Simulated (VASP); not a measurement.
## V: single point with PBE

Crystal: V.

```
V
1.0
     2.35879    0.00000    0.00000
     0.00000    2.35879    0.00000
     0.00000    0.00000    2.35879
V
1
Direct
  0.00000 0.00000 0.00000
```

This isn't the form of V at room conditions, which is bcc.

```yaml
Program: VASP 6.6.1
Task: single point
Functional: PBE
Potentials_or_basis: VASP PAW PBE potentials, release 64 (V_sv)
Cutoff: 520 eV
k_mesh: 10 × 10 × 10
Occupations: fermi-dirac, width 0.1 eV
Spin: collinear spin, ferromagnetic start
Starting_moments: "[1.5] μB"
```

| Quantity | Value |
| --- | --- |
| Pressure | 20.6 GPa |
| Net moment | 0.00 μB per cell |
| Valence electrons inside the program's atomic spheres | V 11.92 |

Levels at points of the mesh, in eV from the Fermi level:
Spin up:
| k point | band 4 | band 5 | band 6 | band 7 | band 8 | band 9 | band 10 | band 11 |
| --- | --- | --- | --- | --- | --- | --- | --- | --- |
| (0.00, 0.00, 0.00) | -36.86 | -6.62 | -2.49 | -2.49 | 4.01 | 4.01 | 4.01 | 19.67 |
| (0.50, 0.00, 0.00) | -36.73 | -2.28 | -1.61 | -0.05 | 1.67 | 1.67 | 4.22 | 8.91 |
| (0.50, 0.50, 0.00) | -36.60 | -4.21 | -0.73 | 2.19 | 2.19 | 5.45 | 6.92 | 6.92 |
| (0.50, 0.50, 0.50) | -37.87 | -2.34 | -2.34 | -2.34 | 5.59 | 5.59 | 10.51 | 15.15 |
Spin down:
```
           k point  band 5  band 6  band 7  band 8  band 9  band 10
(0.00, 0.00, 0.00)   -6.62   -2.49   -2.49    4.01    4.01     4.01
(0.50, 0.00, 0.00)   -2.28   -1.60   -0.05    1.67    1.67     4.23
(0.50, 0.50, 0.00)   -4.21   -0.73    2.19    2.19    5.46     6.92
(0.50, 0.50, 0.50)   -2.34   -2.34   -2.34    5.59    5.59    10.51
```

Run time: 20 s on 1 thread of Intel Xeon 8259CL (shared host), peak memory 0.13 GiB.

Caveat: the cell stands under pressure.
